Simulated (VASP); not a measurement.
## P: single point with PBEsol

P:

```
P
1.0
    -1.69151    2.51517    1.85894
     1.69151   -2.51517    1.85894
     1.69151    2.51517   -1.85894
P
2
Direct
  0.88400 0.13400 0.75000
  0.19669 0.94669 0.25000
```

This cell differs from its parent crystal: atom 1 (P) moved by (+0.000, +0.300) A along [1 1 0] and z.

```yaml
Program: VASP 6.6.1
Task: single point
Functional: PBEsol
Potentials_or_basis: VASP PAW PBE potentials, release 64 (P)
Cutoff: 520 eV
k_mesh: 18 × 18 × 18
Occupations: gaussian, width 0.15 eV
Spin: no spin polarisation
```

```json
{"Pressure": "12.1 GPa", "Largest force": "3.970 eV/Å", "Band gap on the k mesh": "zero (band 5 reaches 9.18 eV, above the bottom of band 6 at 7.59 eV)"}
```

Forces on the atoms (eV/Å):
```
P    0.000  0.000 -3.970
P    0.000  0.000  3.970
```

Stress tensor (GPa, compression positive):
```
22.19  0.00  0.00
 0.00 -2.42  0.00
 0.00  0.00 16.44
```

Levels at points of the mesh, in eV from the Fermi level:
| k point | band 2 | band 3 | band 4 | band 5 | band 6 | band 7 | band 8 | band 9 |
| --- | --- | --- | --- | --- | --- | --- | --- | --- |
| (0.00, 0.00, 0.00) | -4.23 | -2.57 | -2.38 | -1.15 | 0.10 | 1.25 | 4.98 | 5.12 |
| (0.50, 0.00, 0.00) | -9.92 | -4.72 | -1.82 | -0.97 | -0.08 | 2.29 | 2.83 | 8.94 |
| (0.00, 0.50, 0.00) | -11.25 | -5.14 | -5.02 | -4.61 | -0.36 | 8.33 | 8.37 | 9.76 |
| (0.50, 0.50, 0.00) | -12.56 | -3.64 | -3.64 | -0.08 | -0.08 | 2.13 | 2.13 | 10.10 |
| (0.50, 0.50, 0.50) | -8.20 | -7.08 | -5.92 | -3.68 | -0.95 | 7.39 | 8.87 | 10.08 |

It took 2.2 min on 1 thread of Intel(R) Xeon(R) 6975P-C (Granite Rapids), with other jobs on the host, peak memory 0.35 GiB.

Caveat: the cell differs from its parent crystal (atom 1 (P) moved by (+0.000, +0.300) A along [1 1 0] and z); the PAW data sets were made with another functional, which shifts forces and pressure a little.
